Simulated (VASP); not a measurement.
# BaCu3 (Pm-3m) in VASP: further runs, part 2 of 3

VASP 6.6.1. The steps go on from the part before.

### 3 Single point, PBEsol (volume scaled by 0.980)

Input file INCAR:

```
SYSTEM = BaCu3
PREC = Accurate
ENCUT = 520
EDIFF = 1E-6
ISMEAR = 0
SIGMA = 0.05
LREAL = .False.
LASPH = .True.
NELM = 100
ALGO = Normal
ISIF = 2
LWAVE = .False.
LCHARG = .False.
GGA = PS
NBANDS = 30
```

Input file KPOINTS:

```
regular mesh
0
Gamma
  8 8 8
  0 0 0
```

Input file POSCAR:

```
BaCu3
1.0
    4.2800782095      0.0000000000      0.0000000000
    0.0000000000      4.2800782095      0.0000000000
    0.0000000000      0.0000000000      4.2800782095
Ba Cu
1 3
Direct
    0.0000000000      0.0000000000      0.0000000000
    0.0000000000      0.5000000000      0.5000000000
    0.5000000000      0.5000000000      0.0000000000
    0.5000000000      0.0000000000      0.5000000000
```

Potentials or basis: VASP PAW PBE potentials, release 64 (Ba_sv, Cu).

On the command line:

```bash
$ cat potpaw_PBE.64/Ba_sv/POTCAR potpaw_PBE.64/Cu/POTCAR > POTCAR
$ mpirun -np 1 vasp_std > vasp.out
```

OUTCAR:

```text
SYSTEM = BaCu3
   PREC = Accurate
   ENCUT = 520
   EDIFF = 1E-6
   ISMEAR = 0
   LREAL = .False.
   LASPH = .True.
   NELM = 100
   ISIF = 2
   GGA = PS

 ion  position               nearest neighbor table
   1  0.000  0.000  0.000-   2 3.03   3 3.03   4 3.03   2 3.03   4 3.03   2 3.03   3 3.03   2 3.03
                             3 3.03   4 3.03   4 3.03   3 3.03
   2  0.000  0.500  0.500-   1 3.03   1 3.03   1 3.03   1 3.03
   3  0.500  0.500  0.000-   1 3.03   1 3.03   1 3.03   1 3.03
   4  0.500  0.000  0.500-   1 3.03   1 3.03   1 3.03   1 3.03

  LATTYP: Found a simple cubic cell.
 ALAT       =     4.2800782095

  Lattice vectors:

 A1 = (   4.2800782095,   0.0000000000,   0.0000000000)
 A2 = (   0.0000000000,   4.2800782095,   0.0000000000)
 A3 = (   0.0000000000,   0.0000000000,   4.2800782095)

Analysis of symmetry for initial positions (statically):
=====================================================================
 Subroutine PRICEL returns:
 Original cell was already a primitive cell.

 Routine SETGRP: Setting up the symmetry group for a
 simple cubic supercell.

 Subroutine GETGRP returns: Found 48 space group operations
 (whereof 48 operations were pure point group operations)
 out of a pool of 48 trial point group operations.

The static configuration has the point symmetry O_h .

Analysis of symmetry for dynamics (positions and initial velocities):
=====================================================================
 Subroutine PRICEL returns:
 Original cell was already a primitive cell.

 Routine SETGRP: Setting up the symmetry group for a
 simple cubic supercell.

 Subroutine GETGRP returns: Found 48 space group operations
 (whereof 48 operations were pure point group operations)
 out of a pool of 48 trial point group operations.

The dynamic configuration has the point symmetry O_h .

 Subroutine INISYM returns: Found 48 space group operations
 (whereof 48 operations are pure point group operations),
 and found     1 'primitive' translations

----------------------------------------------------------------------------------------

                                     Primitive cell

  volume of cell :      78.4071

  direct lattice vectors                    reciprocal lattice vectors
     4.280078210  0.000000000  0.000000000     0.233640590  0.000000000  0.000000000
     0.000000000  4.280078210  0.000000000     0.000000000  0.233640590  0.000000000
     0.000000000  0.000000000  4.280078210     0.000000000  0.000000000  0.233640590

  length of vectors
     4.280078210  4.280078210  4.280078210     0.233640590  0.233640590  0.233640590

  position of ions in fractional coordinates (direct lattice)
     0.000000000  0.000000000  0.000000000
     0.000000000  0.500000000  0.500000000
     0.500000000  0.500000000  0.000000000
     0.500000000  0.000000000  0.500000000

  ion indices of the primitive-cell ions
   primitive index   ion index
                 1           1
                 2           2
                 3           3
                 4           4

----------------------------------------------------------------------------------------

 KPOINTS: regular mesh

Automatic generation of k-mesh.
 Grid dimensions read from file:
 generate k-points for:    8    8    8

 Generating k-lattice:

  Cartesian coordinates                     Fractional coordinates (reciprocal lattice)
     0.029205074  0.000000000  0.000000000     0.125000000  0.000000000  0.000000000
     0.000000000  0.029205074  0.000000000     0.000000000  0.125000000  0.000000000
     0.000000000  0.000000000  0.029205074     0.000000000  0.000000000  0.125000000

  Length of vectors
     0.029205074  0.029205074  0.029205074

  Shift w.r.t. Gamma in fractional coordinates (k-lattice)
     0.000000000  0.000000000  0.000000000

 Subroutine IBZKPT returns following result:
 ===========================================

 Found     35 irreducible k-points:

 Following reciprocal coordinates:
            Coordinates               Weight
  0.000000  0.000000  0.000000      1.000000
  0.125000  0.000000  0.000000      6.000000
  0.250000  0.000000  0.000000      6.000000
  0.375000  0.000000  0.000000      6.000000
  0.500000  0.000000  0.000000      3.000000
  0.125000  0.125000  0.000000     12.000000
[... 16 lines left out ...]
  0.375000  0.375000  0.125000     24.000000
  0.500000  0.375000  0.125000     24.000000
 [... further k-points ...]
   k-points           NKPTS =     35   k-points in BZ     NKDIM =     35   number of bands    NBANDS=     30
   number of dos      NEDOS =    301   number of ions     NIONS =      4
   total plane-waves  NPLWV =  32768
   dimension x,y,z NGX =    32 NGY =   32 NGZ =   32
   dimension x,y,z NGXF=    64 NGYF=   64 NGZF=   64
   ions per type =               1   3
   NGX,Y,Z   is equivalent  to a cutoff of  12.43, 12.43, 12.43 a.u.
   NGXF,Y,Z  is equivalent  to a cutoff of  24.86, 24.86, 24.86 a.u.
 SYSTEM =  BaCu3
   PREC   = accura    normal or accurate (medium, high low for compatibility)
   ISTART =      0    job   : 0-new  1-cont  2-samecut
   ICHARG =      2    charge: 1-file 2-atom 10-const
   ISPIN  =      1    spin polarized calculation?
   LNONCOLLINEAR =      F non collinear calculations
   LSORBIT =      F    spin-orbit coupling
   LASPH  =      T    aspherical Exc in radial PAW
   ENCUT  =  520.0 eV  38.22 Ry    6.18 a.u.   7.96  7.96  7.96*2*pi/ulx,y,z
   NELM   =    100;   NELMIN=  2; NELMDL= -5     # of ELM steps
   EDIFF  = 0.1E-05   stopping-criterion for ELM
   LREAL  =      F    real-space projection
   EDIFFG = 0.1E-04   stopping-criterion for IOM
   NSW    =      0    number of steps for IOM
   IBRION =     -1    ionic relax: 0-MD 1-quasi-New 2-CG
   NFREE  =      0    steps in history (QN), initial steepest desc. (CG)
   ISIF   =      2    stress and relaxation
   ISYM   =      2    0-nonsym 1-usesym 2-fastsym
   POTIM  = 0.5000    time-step for ionic-motion
   TEBEG  =    0.0;   TEEND  =   0.0 temperature during run
   PSTRESS=    0.0 pullay stress
   NELECT =      43.0000    total number of electrons
   NUPDOWN=      -1.0000    fix difference up-down
   EMIN   =  10.00;   EMAX   =-10.00  energy-range for DOS
   EFERMI =   0.00;   METHOD = LEGACY
   ISMEAR =     0;   SIGMA  =   0.05  broadening in eV -4-tet -1-fermi 0-gaus
   EFERMI_NEDOS =   21; number of points for ismear=-14 and -15
   IALGO  =     38    algorithm
   IMIX   =      4    mixing-type and parameters
     AMIX     =   0.40;   BMIX     =  1.00
     AMIX_MAG =   1.60;   BMIX_MAG =  1.00
  volume/ion in A,a.u.               =      19.60       132.28
  Fermi-wavevector in a.u.,A,eV,Ry     =   1.340024  2.532278 24.431500  1.795665
  Thomas-Fermi vector in A             =   2.468370
   LORBIT       =      0    0 simple, 1 ext, 2 COOP (PROOUT), +10 PAW based schemes
   GGA     = PS    functional components
   LHFCALC =     F    Hartree Fock is set to
   AEXX    =    0.0000 exact exchange contribution
   IVDW    =     0    specifies the selected vdW correction
   LEPSILON=     F    determine dielectric tensor
   LRPA    =     F    only Hartree local field effects (RPA)
 non-spin polarized calculation
 Gauss-broadening in eV      SIGMA  =   0.05
  energy-cutoff  :      520.00
  volume of cell :       78.41
 maximum number of plane-waves:      2176
 NGX is ok and might be reduce to    32
   NGX = 15   NGY = 15   NGZ = 15

 number of electron      43.0000044 magnetization

 Free energy of the ion-electron system (eV)
  ---------------------------------------------------
  ext. energy  EPLUGINS =         0.00000000
  ---------------------------------------------------
  free energy    TOTEN  =       -12.53973193 eV

  energy without entropy =      -12.53552176  energy(sigma->0) =      -12.53762684

 E-fermi :   4.4851     XC(G=0): -10.8371

 val. band max:        4.4483707313   @ k =   0.5000   0.3750   0.0000
 cond. band min:       4.4907254400   @ k =   0.3750   0.2500   0.1250
 fundamental gap:      0.0423547087
 Fermi energy:         4.4851448947

 k-point     1 :       0.0000    0.0000    0.0000
  band No.  band energies     occupation
      1     -22.7039      2.00000
      2      -7.9977      2.00000
      3      -7.9977      2.00000
      4      -7.9977      2.00000
      5      -1.5091      2.00000
      6       0.6112      2.00000
[... 22 lines left out ...]
     29      11.6749      0.00000
     30      11.6749      0.00000
[... 728 lines left out ...]
  band No.  band energies     occupation
      1     -22.6354      2.00000
      2      -8.5370      2.00000
      3      -8.4418      2.00000
      4      -8.0264      2.00000
      5       0.7381      2.00000
      6       1.2834      2.00000
[... 22 lines left out ...]
     29      11.3916      0.00000
     30      12.2682      0.00000

 [... further k-points ...]
[... 5 lines left out ...]
  --------------------------------------------------------------------------------------
  -------------------------------------------------------------------------------------
  Total        1.1382215      1.1382215      1.1382215     -0.0000000     -0.0000000      0.0000000
  in kB       23.2585302     23.2585302     23.2585302     -0.0000000     -0.0000000      0.0000000
  external PRESSURE =      23.2585302 kB  Pullay stress =       0.0000000 kB

 VOLUME and BASIS-vectors are now :
 -----------------------------------------------------------------------------
  energy-cutoff  :      520.00
  volume of cell :       78.41
      direct lattice vectors                 reciprocal lattice vectors
     4.280078210  0.000000000  0.000000000     0.233640590  0.000000000  0.000000000
     0.000000000  4.280078210  0.000000000     0.000000000  0.233640590  0.000000000
     0.000000000  0.000000000  4.280078210     0.000000000  0.000000000  0.233640590

 POSITION                                       TOTAL-FORCE (eV/Angst)
 -----------------------------------------------------------------------------------
      0.00000      0.00000      0.00000         0.000000      0.000000      0.000000
      0.00000      2.14004      2.14004         0.000000      0.000000      0.000000
      2.14004      2.14004      0.00000         0.000000      0.000000      0.000000
      2.14004      0.00000      2.14004         0.000000      0.000000      0.000000
 -----------------------------------------------------------------------------------
    total drift:                                0.000000     -0.000000     -0.000000

  FREE ENERGIE OF THE ION-ELECTRON SYSTEM (eV)
  ---------------------------------------------------
  free  energy   TOTEN  =       -12.5397319273 eV

  energy  without entropy=      -12.5355217587  energy(sigma->0) =      -12.53762684
```

OSZICAR:

```text
N       E                     dE             d eps       ncg     rms          rms(c)
DAV:   1     0.362890258939E+03    0.36289E+03   -0.18837E+04  2100   0.196E+03
DAV:   2     0.190149705666E+02   -0.34388E+03   -0.32977E+03  2122   0.378E+02
DAV:   3    -0.150325015702E+02   -0.34047E+02   -0.31920E+02  2456   0.149E+02
DAV:   4    -0.168144878977E+02   -0.17820E+01   -0.17634E+01  3672   0.340E+01
DAV:   5    -0.168281610244E+02   -0.13673E-01   -0.13668E-01  2944   0.308E+00    0.214E+01
DAV:   6    -0.203490723280E+02   -0.35209E+01   -0.96413E+01  2476   0.179E+02    0.170E+01
DAV:   7    -0.128612864563E+02    0.74878E+01   -0.23969E+01  2560   0.759E+01    0.508E+00
DAV:   8    -0.125634008998E+02    0.29789E+00   -0.14666E+00  3262   0.163E+01    0.270E+00
DAV:   9    -0.125397514648E+02    0.23649E-01   -0.14832E-01  3556   0.391E+00    0.130E-01
DAV:  10    -0.125398498724E+02   -0.98408E-04   -0.87829E-03  3376   0.108E+00    0.104E-01
DAV:  11    -0.125397781626E+02    0.71710E-04   -0.88621E-04  3212   0.449E-01    0.409E-02
DAV:  12    -0.125397388215E+02    0.39341E-04   -0.97829E-05  2948   0.158E-01    0.302E-02
DAV:  13    -0.125397328987E+02    0.59228E-05   -0.20194E-05  3616   0.376E-02    0.847E-03
DAV:  14    -0.125397319273E+02    0.97145E-06   -0.24877E-06  1916   0.221E-02
   1 F= -.12539732E+02 E0= -.12537627E+02  d E =-.421017E-02
```

stdout:

```text
POSCAR found type information on POSCAR BaCu
 POSCAR found :  2 types and       4 ions
 scaLAPACK will be used
 -----------------------------------------------------------------------------
|                                                                             |
|                                                                             |
|     You enforced a specific xc type in the INCAR file but a different       |
|     I HOPE YOU KNOW WHAT YOU ARE DOING!                                     |
|                                                                             |
 -----------------------------------------------------------------------------

 LDA part: xc-table for (Slater+PW92), standard interpolation
 POSCAR, INCAR and KPOINTS ok, starting setup
 FFT: planning ... GRIDC
 FFT: planning ... GRID_SOFT
 FFT: planning ... GRID
 WAVECAR not read
 entering main loop
```

Run time: 41 s. Hardware: 1 thread of Intel Xeon 6975P-C (Granite Rapids), shared host; peak memory 0.21 GiB.

What came out:

- Free energy: -12.5397 eV
- Pressure: 2.3 GPa

Levels at points of the mesh, in eV from the Fermi level:
```tsv
k point	band 20	band 21	band 22	band 23	band 24	band 25
(0.00, 0.00, 0.00)	-1.93	0.80	0.80	2.56	2.56	2.56
(0.50, 0.00, 0.00)	-2.07	-1.93	1.09	1.09	1.10	3.24
(0.50, 0.50, 0.00)	-2.26	-1.02	-0.11	-0.11	2.13	2.13
(0.50, 0.50, 0.50)	-0.68	-0.45	-0.45	-0.45	2.48	2.48
```

Caveat: the PAW data sets were made with another functional, which shifts forces and pressure a little; spin-orbit coupling is left out, which moves the levels of the heavy elements.

(Continued in part 3 of 3.)
